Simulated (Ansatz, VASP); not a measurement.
## One calculation of BeCl, two programs

```
CELL_PARAMETERS angstrom
3.08577 0.00000 0.00000
0.00000 3.08577 0.00000
0.00000 0.00000 3.08577
ATOMIC_POSITIONS crystal
Be 0.00000 0.00000 0.00000
Cl 0.50000 0.50000 0.50000
```

Alike in both runs: functional PBE; k mesh 6 × 6 × 6; occupations gaussian, width 0.1 eV; no spin polarisation.

Ansatz relaxed the structure, and its values are those at the end. VASP's run is a single point on that final structure, the one shown.

|  | VASP | Ansatz |
| --- | --- | --- |
| version | VASP 6.6.1 | Ansatz 0.2.0 |
| potentials or method | VASP PAW PBE potentials, release 64 (Be, Cl), cutoff 600 eV | scalar-relativistic, plane waves, PAW |
| valence electrons in the cell | 9 | 9 |

VASP gave:

* gap on the k mesh at the Fermi level (eV): none
* pressure (GPa): 0.2

Question: What did Ansatz give for the same quantities?

Answer: gap on the k mesh at the Fermi level (eV): none; pressure (GPa): 0.0.

A gap of «none» marks a metal or a gap that the smearing closes.
